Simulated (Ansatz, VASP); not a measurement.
One calculation of ScB2N3, two programs

```
Sc B N
1.0
     4.56056    0.00000    0.00000
    -2.28028    3.94956    0.00000
     0.00000    0.00000    3.09970
Sc B N
1 2 3
Direct
  0.00000 0.00000 0.50000
  0.33333 0.66667 0.00000
  0.66667 0.33333 0.00000
  0.35872 0.00000 0.00000
  0.00000 0.35872 0.00000
  0.64128 0.64128 0.00000
```

Alike in both runs: functional PBE; k mesh 6 × 6 × 10; occupations gaussian, width 0.02 eV; no spin polarisation.

Ansatz relaxed the structure, and its values are those at the end. VASP's run is a single point on that final structure, the one shown.

```csv
,VASP,Ansatz
version,VASP 6.6.1,Ansatz 0.2.0
potentials or method,"VASP PAW PBE potentials, release 64 (Sc_sv, B, N), cutoff 520 eV","scalar-relativistic, plane waves, PAW"
valence electrons in the cell,32,32
```

```tsv
	VASP	Ansatz	Ansatz less VASP
gap on the k mesh at the Fermi level (eV)	1.45	1.46	+0.009
least direct gap on the mesh (eV)	2.27	2.28	+0.008
pressure (GPa)	0.5	0.0	-0.45
rms of the force components (eV/Å)	0.014	0.001	-0.0135
```
